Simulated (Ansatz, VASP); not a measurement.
**BP in VASP and in Ansatz**

```xyz
2
Lattice="0.0000 2.2690 2.2690 2.2690 0.0000 2.2690 2.2690 2.2690 0.0000" Properties=species:S:1:pos:R:3 pbc="T T T"
P     3.4035    3.4035    3.4035
B     0.0000    0.0000    0.0000
```

Alike in both runs: functional revPBE; k mesh 10 × 10 × 10; occupations fermi-dirac, width 0.05 eV; no spin polarisation.

|  | VASP | Ansatz |
| --- | --- | --- |
| version | VASP 6.6.1 | Ansatz 0.2.0 |
| potentials or method | VASP PAW PBE potentials, release 64 (P, B) | Ansatz PAW |
| plane-wave cutoff (eV) | 520 | 420 |
| valence electrons in the cell | 8 | 8 |
| task | single point | band structure |

|  | VASP | Ansatz | Ansatz less VASP |
| --- | --- | --- | --- |
| gap on the k mesh at the Fermi level (eV) | 1.24 | 1.26 | +0.012 |
| least direct gap on the mesh (eV) | 3.39 | 3.40 | +0.010 |
| pressure (GPa) | 2.9 | 3.3 | +0.41 |

VASP's potentials were made for PBE, not for revPBE. With one functional, cell and mesh, what is left measures potentials, basis and numerics.
